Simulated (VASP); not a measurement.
# SiC (so) (Imm2) in VASP: a series of runs

The runs below take SiC (so) through single point, with PBEsol.

Program: VASP 6.6.1. These are calculated values, not measurements. Logs are shortened: lines on timing, memory, paths and dates and some standing lists are left out, and cuts for length are marked.

## (1) The cell of the first run

It takes space group Imm2 (No. 44, orthorhombic). Conventional cell: a = 3.050 Å, b = 3.091 Å, c = 4.313 Å, α = 90.00°, β = 90.00°, γ = 90.00°. Within 2.5 Å of Si (site symmetry mm2) lie 4 C at 1.87 to 1.88 Å. C (site symmetry mm2) has 4 Si at 1.87 to 1.88 Å within 2.5 Å.

## (2) Single point, PBEsol, non-collinear spin, zero start, spin-orbit coupling

INCAR

```
SYSTEM = SiC
PREC = Accurate ; ENCUT = 520
EDIFF = 1E-6 ; ISMEAR = 0
SIGMA = 0.01 ; LREAL = .FALSE.
LASPH = .TRUE. ; NELM = 150
ALGO = Normal ; ISIF = 2
LWAVE = .FALSE. ; LCHARG = .TRUE.
MAGMOM = 0 0 0 0 0 0 ; LORBIT = 11
LSORBIT = .TRUE. ; GGA_COMPAT = .FALSE.
LORBMOM = .TRUE. ; GGA = PS
LVHAR = .TRUE. ; NBANDS = 20
```

KPOINTS

```
Automatic mesh
0
G
  10 10 10
  0 0 0
```

POSCAR

```
SiC
1.0
    0.0145185982      2.1711916569      2.1566730586
    2.1711916569      0.0145185982      2.1566730586
    2.1857102551      2.1857102551      0.0000000000
Si C
1 1
Direct
    0.0007393851      0.0007393851     -0.0007393851
    0.2492606149      0.2492606149      0.2507393851
```

Potentials or basis: VASP PAW PBE potentials, release 64 (Si, C).

Command:

```console
$ cat potpaw_PBE.64/Si/POTCAR potpaw_PBE.64/C/POTCAR > POTCAR
$ mpirun -np 1 vasp_ncl > vasp.out
```

OUTCAR:

```text
SYSTEM = SiC
   PREC = Accurate
   ENCUT = 520
   EDIFF = 1E-6
   ISMEAR = 0
   LREAL = .FALSE.
   LASPH = .TRUE.
   NELM = 150
   ISIF = 2
   LORBIT = 11
   LSORBIT = .TRUE.
   GGA = PS

 ion  position               nearest neighbor table
   1  0.001  0.001  0.999-   2 1.87   2 1.87   2 1.88   2 1.88
   2  0.249  0.249  0.251-   1 1.87   1 1.87   1 1.88   1 1.88

  LATTYP: Found a body centered orthorhombic cell.
 ALAT       =     3.0499962892
 B/A-ratio  =     1.0134638842
 C/A-ratio  =     1.4142135623

  Lattice vectors:

 A1 = (   2.1711916569,   0.0145185982,  -2.1566730586)
 A2 = (  -2.1711916569,  -0.0145185982,  -2.1566730586)
 A3 = (   0.0145185982,   2.1711916569,   2.1566730586)

Analysis of symmetry for initial positions (statically):
=====================================================================
 Subroutine PRICEL returns:
 Original cell was already a primitive cell.

 Routine SETGRP: Setting up the symmetry group for a
 body centered orthorhombic supercell.

 Subroutine GETGRP returns: Found  4 space group operations
 (whereof  4 operations were pure point group operations)
 out of a pool of  8 trial point group operations.

The static configuration has the point symmetry C_2v.

Analysis of symmetry for dynamics (positions and initial velocities):
=====================================================================
 Subroutine PRICEL returns:
 Original cell was already a primitive cell.

 Routine SETGRP: Setting up the symmetry group for a
 body centered orthorhombic supercell.

 Subroutine GETGRP returns: Found  4 space group operations
 (whereof  4 operations were pure point group operations)
 out of a pool of  8 trial point group operations.

The dynamic configuration has the point symmetry C_2v.

Analysis of structural, dynamic, and magnetic symmetry:
=====================================================================
 Subroutine PRICEL returns:
 Original cell was already a primitive cell.

 Routine SETGRP: Setting up the symmetry group for a
 body centered orthorhombic supercell.

 Subroutine GETGRP returns: Found  4 space group operations
 (whereof  4 operations were pure point group operations)
 out of a pool of  8 trial point group operations.

The overall configuration has the point symmetry C_2v.

 Subroutine INISYM returns: Found  4 space group operations
 (whereof  4 operations are pure point group operations),
 and found     1 'primitive' translations

----------------------------------------------------------------------------------------

                                     Primitive cell

  volume of cell :      20.3325

  direct lattice vectors                    reciprocal lattice vectors
     0.014518598  2.171191657  2.156673059    -0.231838571  0.231838571  0.231838571
     2.171191657  0.014518598  2.156673059     0.231838571 -0.231838571  0.231838571
     2.185710255  2.185710255  0.000000000     0.228758592  0.228758592 -0.231838571

  length of vectors
     3.060314148  3.060314148  3.091061086     0.401556184  0.401556184  0.398007675

  position of ions in fractional coordinates (direct lattice)
     0.000739385  0.000739385  0.999260615
     0.249260615  0.249260615  0.250739385

  ion indices of the primitive-cell ions
   primitive index   ion index
                 1           1
                 2           2

----------------------------------------------------------------------------------------

 KPOINTS: Automatic mesh

Automatic generation of k-mesh.
 Grid dimensions read from file:
 generate k-points for:   10   10   10

 Generating k-lattice:

  Cartesian coordinates                     Fractional coordinates (reciprocal lattice)
    -0.023183857  0.023183857  0.023183857     0.100000000  0.000000000  0.000000000
     0.023183857 -0.023183857  0.023183857     0.000000000  0.100000000  0.000000000
     0.022875859  0.022875859 -0.023183857    -0.000000000 -0.000000000  0.100000000

  Length of vectors
     0.040155618  0.040155618  0.039800768

  Shift w.r.t. Gamma in fractional coordinates (k-lattice)
     0.000000000  0.000000000  0.000000000

 Subroutine IBZKPT returns following result:
 ===========================================

 Found    305 irreducible k-points:

 Following reciprocal coordinates:
            Coordinates               Weight
[... 35 lines left out ...]
   ISTART =      0    job   : 0-new  1-cont  2-samecut
   ICHARG =      2    charge: 1-file 2-atom 10-const
   ISPIN  =      1    spin polarized calculation?
   LNONCOLLINEAR =      T non collinear calculations
   LSORBIT =      T    spin-orbit coupling
   LASPH  =      T    aspherical Exc in radial PAW
   ENCUT  =  520.0 eV  38.22 Ry    6.18 a.u.   5.69  5.69  5.75*2*pi/ulx,y,z
   NELM   =    150;   NELMIN=  2; NELMDL= -5     # of ELM steps
   EDIFF  = 0.1E-05   stopping-criterion for ELM
   LREAL  =      F    real-space projection
   EDIFFG = 0.1E-04   stopping-criterion for IOM
   NSW    =      0    number of steps for IOM
   IBRION =     -1    ionic relax: 0-MD 1-quasi-New 2-CG
   NFREE  =      0    steps in history (QN), initial steepest desc. (CG)
   ISIF   =      2    stress and relaxation
   ISYM   =      2    0-nonsym 1-usesym 2-fastsym
   POTIM  = 0.5000    time-step for ionic-motion
   TEBEG  =    0.0;   TEEND  =   0.0 temperature during run
   PSTRESS=    0.0 pullay stress
   NELECT =       8.0000    total number of electrons
   NUPDOWN=      -1.0000    fix difference up-down
   EMIN   =  10.00;   EMAX   =-10.00  energy-range for DOS
   EFERMI =   0.00;   METHOD = LEGACY
   ISMEAR =     0;   SIGMA  =   0.01  broadening in eV -4-tet -1-fermi 0-gaus
   EFERMI_NEDOS =   21; number of points for ismear=-14 and -15
   IALGO  =     38    algorithm
   IMIX   =      4    mixing-type and parameters
     AMIX     =   0.40;   BMIX     =  1.00
     AMIX_MAG =   1.60;   BMIX_MAG =  1.00
  volume/ion in A,a.u.               =      10.17        68.61
  Fermi-wavevector in a.u.,A,eV,Ry     =   1.199613  2.266939 19.579748  1.439071
  Thomas-Fermi vector in A             =   2.335471
   LORBIT       =     11    0 simple, 1 ext, 2 COOP (PROOUT), +10 PAW based schemes
   GGA     = PS    functional components
   LHFCALC =     F    Hartree Fock is set to
   AEXX    =    0.0000 exact exchange contribution
   IVDW    =     0    specifies the selected vdW correction
   LEPSILON=     F    determine dielectric tensor
   LRPA    =     F    only Hartree local field effects (RPA)
 Gauss-broadening in eV      SIGMA  =   0.01
  energy-cutoff  :      520.00
  volume of cell :       20.33
 maximum number of plane-waves:      1120
   NGX = 11   NGY = 11   NGZ = 11

 number of electron       8.0000000 magnetization      -0.0000000      0.0000000     -0.0000000

 number of electron       8.0000000 magnetization       0.0000000      0.0000000      0.0000000

 number of electron       8.0000000 magnetization      -0.0000000      0.0000000      0.0000000

 Free energy of the ion-electron system (eV)
  ---------------------------------------------------
  ext. energy  EPLUGINS =         0.00000000
  ---------------------------------------------------
  free energy    TOTEN  =       -15.90690542 eV

  energy without entropy =      -15.90690542  energy(sigma->0) =      -15.90690542

 E-fermi :   8.3826     XC(G=0): -11.5806

 val. band max:        8.3111657092   @ k =   0.0000   0.0000   0.0000
 cond. band min:       9.4221500817   @ k =   0.5000   0.5000   0.0000
 fundamental gap:      1.1109843725
 Fermi energy:         8.3825683671

 k-point     1 :       0.0000    0.0000    0.0000
  band No.  band energies     occupation
      1      -7.3084      1.00000
      2      -7.3084      1.00000
      3       8.1707      1.00000
      4       8.1707      1.00000
      5       8.2827      1.00000
      6       8.2827      1.00000
[... 541 lines left out ...]
     19      23.3443      0.00000
     20      23.3523      0.00000

 [... further k-points ...]
[... 5 lines left out ...]
  --------------------------------------------------------------------------------------
  -------------------------------------------------------------------------------------
  Total        0.4663233      0.4663233      0.6728045     -0.4229048      0.0000000      0.0000000
  in kB       36.7456942     36.7456942     53.0161571    -33.3243725      0.0000000      0.0000000
  external PRESSURE =      42.1691818 kB  Pullay stress =       0.0000000 kB

 VOLUME and BASIS-vectors are now :
 -----------------------------------------------------------------------------
  energy-cutoff  :      520.00
  volume of cell :       20.33
      direct lattice vectors                 reciprocal lattice vectors
     0.014518598  2.171191657  2.156673059    -0.231838571  0.231838571  0.231838571
     2.171191657  0.014518598  2.156673059     0.231838571 -0.231838571  0.231838571
     2.185710255  2.185710255  0.000000000     0.228758592  0.228758592 -0.231838571

 POSITION                                       TOTAL-FORCE (eV/Angst)
 -----------------------------------------------------------------------------------
      2.18571      2.18571      0.00319         0.000000      0.000000      0.000585
      1.09286      1.09286      1.07515        -0.000000     -0.000000     -0.000585
 -----------------------------------------------------------------------------------
    total drift:                                0.000000      0.000000      0.000038

  FREE ENERGIE OF THE ION-ELECTRON SYSTEM (eV)
  ---------------------------------------------------
  free  energy   TOTEN  =       -15.9069054207 eV

  energy  without entropy=      -15.9069054207  energy(sigma->0) =      -15.90690542

 orbital moment (x)

 # of ion     p       tot
 --------------------------------
  1        -0.000  -0.000
  2         0.000   0.000
 --------------------------------
           -0.000  -0.000

 orbital moment (y)

 # of ion     p       tot
 --------------------------------
  1         0.000   0.000
  2        -0.000  -0.000
 --------------------------------
            0.000   0.000

 orbital moment (z)

 # of ion     p       tot
 --------------------------------
  1         0.000   0.000
  2         0.000   0.000
 --------------------------------
            0.000   0.000

 Spin-Orbit-Coupling matrix elements

 Ion:    1  E_soc:     -0.0002742
 l=   1
     0.0000000    -0.0000457    -0.0000457
    -0.0000457     0.0000000    -0.0000457
    -0.0000457    -0.0000457     0.0000000
 l=   2
     0.0000000     0.0000000     0.0000000     0.0000000     0.0000000
     0.0000000     0.0000000     0.0000000     0.0000000     0.0000000
     0.0000000     0.0000000     0.0000000     0.0000000     0.0000000
     0.0000000     0.0000000     0.0000000     0.0000000     0.0000000
     0.0000000     0.0000000     0.0000000     0.0000000     0.0000000
 l=   3
     0.0000000     0.0000000     0.0000000     0.0000000     0.0000000     0.0000000     0.0000000
     0.0000000     0.0000000     0.0000000     0.0000000     0.0000000     0.0000000     0.0000000
     0.0000000     0.0000000     0.0000000     0.0000000     0.0000000     0.0000000     0.0000000
     0.0000000     0.0000000     0.0000000     0.0000000     0.0000000     0.0000000     0.0000000
     0.0000000     0.0000000     0.0000000     0.0000000     0.0000000     0.0000000     0.0000000
     0.0000000     0.0000000     0.0000000     0.0000000     0.0000000     0.0000000     0.0000000
     0.0000000     0.0000000     0.0000000     0.0000000     0.0000000     0.0000000     0.0000000

 Ion:    2  E_soc:     -0.0000177
 l=   1
     0.0000000    -0.0000030    -0.0000029
    -0.0000030     0.0000000    -0.0000030
    -0.0000029    -0.0000030     0.0000000
 l=   2
     0.0000000     0.0000000     0.0000000     0.0000000     0.0000000
     0.0000000     0.0000000     0.0000000     0.0000000     0.0000000
     0.0000000     0.0000000     0.0000000     0.0000000     0.0000000
     0.0000000     0.0000000     0.0000000     0.0000000     0.0000000
     0.0000000     0.0000000     0.0000000     0.0000000     0.0000000
 l=   3
     0.0000000     0.0000000     0.0000000     0.0000000     0.0000000     0.0000000     0.0000000
     0.0000000     0.0000000     0.0000000     0.0000000     0.0000000     0.0000000     0.0000000
     0.0000000     0.0000000     0.0000000     0.0000000     0.0000000     0.0000000     0.0000000
     0.0000000     0.0000000     0.0000000     0.0000000     0.0000000     0.0000000     0.0000000
     0.0000000     0.0000000     0.0000000     0.0000000     0.0000000     0.0000000     0.0000000
     0.0000000     0.0000000     0.0000000     0.0000000     0.0000000     0.0000000     0.0000000
     0.0000000     0.0000000     0.0000000     0.0000000     0.0000000     0.0000000     0.0000000

 total charge

# of ion       s       p       d       tot
------------------------------------------
    1        0.710   0.986   0.000   1.697
    2        0.835   1.716   0.000   2.551
--------------------------------------------------
tot          1.545   2.702   0.000   4.247

 magnetization (x)

# of ion       s       p       d       tot
------------------------------------------
    1        0.000   0.000   0.000   0.000
    2        0.000   0.000   0.000   0.000
--------------------------------------------------
tot          0.000   0.000   0.000   0.000

 magnetization (y)

# of ion       s       p       d       tot
------------------------------------------
    1        0.000   0.000   0.000   0.000
    2        0.000  -0.000   0.000  -0.000
--------------------------------------------------
tot          0.000  -0.000   0.000  -0.000

 magnetization (z)

# of ion       s       p       d       tot
------------------------------------------
    1        0.000   0.000   0.000   0.000
    2        0.000   0.000   0.000   0.000
--------------------------------------------------
tot          0.000   0.000   0.000   0.000
```

Wall time 5 min (1 thread of AMD EPYC 7R43 (Zen 3), shared host); peak memory 0.27 GiB.

What came out:

| Quantity | Value |
| --- | --- |
| Free energy | -15.9069 eV |
| Pressure | 4.2 GPa |
| Net moment | 0.00 μB per cell |
| Valence electrons inside the program's atomic spheres | Si 1.70; C 2.55 |

Stress tensor (GPa, compression positive):
```
 3.67 -3.33  0.00
-3.33  3.67  0.00
 0.00  0.00  5.30
```

Moments on the atoms (μB; x, y, z):
```
Si  0.00 0.00 0.00
C   0.00 0.00 0.00
```

Caveat: the PAW data sets were made with another functional, which shifts forces and pressure a little.

(Part 1 of 2 ends here.)
